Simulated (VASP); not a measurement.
Write the native input for VASP 6.6.1 that does the following.

```yaml
Task: single point
Functional: PBEsol
Potentials_or_basis: VASP PAW PBE potentials, release 64 (Al, N)
Cutoff: 520 eV
k_mesh: 9 × 9 × 6
Occupations: gaussian, width 0.05 eV
Spin: no spin polarisation
Dipole_correction: no
Further_INCAR_settings: ALGO = Normal; EDIFF = 1e-06; NBANDS = 16
```

The structure of AlN lies in POSCAR:

```
AlN
1.0
    3.3609000000      0.0000000000      0.0000000000
   -1.6804500000      2.9106247796      0.0000000000
    0.0000000000      0.0000000000      4.0158000000
Al N
2 2
Direct
    0.3333333333      0.6666666667      0.7500000000
    0.6666666667      0.3333333333      0.2500000000
    0.3333333333      0.6666666667      0.2500000000
    0.6666666667      0.3333333333      0.7500000000
```

The input as run:

INCAR

```
ALGO     = Normal         # electronic algorithm
EDIFF    = 1E-6           # SCF threshold, eV
ENCUT    = 520            # plane-wave cutoff, eV
GGA      = PS             # functional
ISIF     = 2              # what is computed and relaxed
ISMEAR   = 0              # smearing method
LASPH    = T              # aspherical terms in the spheres
LCHARG   = T              # write CHGCAR
LELF     = T              # ELF
LREAL    = F              # projectors in reciprocal space
LVHAR    = T            
LWAVE    = F              # write WAVECAR
NBANDS   = 16             # bands
NELM     = 80             # most SCF steps
PREC     = Accurate       # precision mode
SIGMA    = 0.05           # smearing width, eV
```

KPOINTS

```
k-points
0
Gamma
  9 9 6
```

Potentials or basis: VASP PAW PBE potentials, release 64 (Al, N).

Launch:

```bash
$ cat potpaw_PBE.64/Al/POTCAR potpaw_PBE.64/N/POTCAR > POTCAR
$ mpirun -np 1 vasp_std > vasp.out
```

Results of the run:

| Quantity | Value |
| --- | --- |
| Pressure | -1.3 GPa |
| Band gap on the k mesh | 3.44 eV, direct |

Caveat: the PAW data sets were made with another functional, which shifts forces and pressure a little.

Run time: 43 s on 1 thread of Intel(R) Xeon(R) Platinum 8488C (Sapphire Rapids), on a shared host, peak memory 0.16 GiB.
